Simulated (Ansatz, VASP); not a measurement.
**One calculation of KI2, two programs**

File INCAR:

```
  ALGO = Normal
  EDIFF = 1E-6
  ENCUT = 520
  GGA = PE
  ISIF = 2
  ISMEAR = 0
  LASPH = T
  LCHARG = F
  LREAL = F
  LWAVE = F
  NBANDS = 18
  NELM = 100
  PREC = Accurate
  SIGMA = 0.1
```

File KPOINTS:

```
k-points
0
Gamma
  6 6 4
```

Contents of POSCAR:

```
KI2
1.0
    4.6249542900      0.0000000000      0.0000000000
   -2.3124771500      4.0053279100      0.0000000000
    0.0000000000      0.0000000000      5.9341877800
K I
1 2
Direct
    0.0000000000      0.0000000000      0.0000000000
    0.3333333300      0.6666666700      0.2733419500
    0.6666666700      0.3333333300      0.7266580500
```

Input for Ansatz:

```yaml
crystal:
  lattice:
    - [4.62495429, 0.0, 0.0]
    - [-2.31247715, 4.00532791, 0.0]
    - [0.0, 0.0, 5.93418778]
  atoms:
    - { symbol: K, position: [0.0, 0.0, 0.0] }
    - { symbol: I, position: [0.33333333, 0.66666667, 0.27334195] }
    - { symbol: I, position: [0.66666667, 0.33333333, 0.72665805] }
basis:
  ecutwfc: 420
kpoints:
  mp_grid: { grid: [6, 6, 4] }
hamiltonian:
  xc: pbe
scf:
  occupations: { method: gaussian, width: 0.1 }
  lower_state_search: "off"
output:
  forces: true
  stress: true
  eigenvalues: true
```

Change from the starting cell: species swapped into the CuTe2 type (P-3m1, No. 164).

Alike in both runs: task single point; functional PBE; k mesh 6 × 6 × 4; occupations gaussian, width 0.1 eV; no spin polarisation.

|  | VASP | Ansatz |
| --- | --- | --- |
| version | VASP 6.6.1 | Ansatz 0.2.0 |
| potentials or method | VASP PAW PBE potentials, release 64 (K_sv, I), cutoff 520 eV | scalar-relativistic, plane waves, PAW |
| valence electrons in the cell | 23 | 43 |

VASP gave:

| Property | Result |
| --- | --- |
| gap on the k mesh at the Fermi level (eV) | none |
| pressure (GPa) | 6.3 |
| traceless stress, the component that is largest in VASP (GPa) | -1.74 |
| rms of the force components (eV/Å) | 0.324 |

**Question.** What did Ansatz give for the same quantities?

**Answer.** gap on the k mesh at the Fermi level (eV): none; pressure (GPa): 6.3; traceless stress, the component that is largest in VASP (GPa): -1.72; rms of the force components (eV/Å): 0.317.

Atom by atom the forces differ by 0.007 eV/Å (rms over components). A gap of «none» marks a metal or a gap that the smearing closes. VASP's potentials hold 23 valence electrons a cell and Ansatz's 43, so a difference there can come from the potentials and not from the codes.

Spin-orbit coupling is off throughout.
